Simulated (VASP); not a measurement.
The system is SnTe.

```xyz
2
Lattice="0.0000 3.1717 3.1717 3.1717 0.0000 3.1717 3.1717 3.1717 0.0000" Properties=species:S:1:pos:R:3 pbc="T T T"
Te    3.1717    3.1717    3.1717
Sn    0.0000    0.0000    0.0000
```

Base run:

- Program: VASP 6.6.1
- Functional: r2SCAN
- Potentials or basis: VASP PAW PBE potentials, release 64 (Te, Sn_d)
- Cutoff: 520 eV
- k mesh: 7 × 7 × 7
- Occupations: fermi-dirac, width 0.05 eV
- Spin: no spin polarisation

Its results: pressure 0.6 GPa.

Problem. The run is repeated on the same cell with these changes: functional from r2SCAN to HSE06; k mesh from 7 × 7 × 7 to 4 × 4 × 4. What comes out?

Solution. Pressure 0.0 GPa.

Several settings changed at once.

Caveats: some runs use coarse meshes; the PAW data sets were made with another functional, which shifts forces and pressure a little.
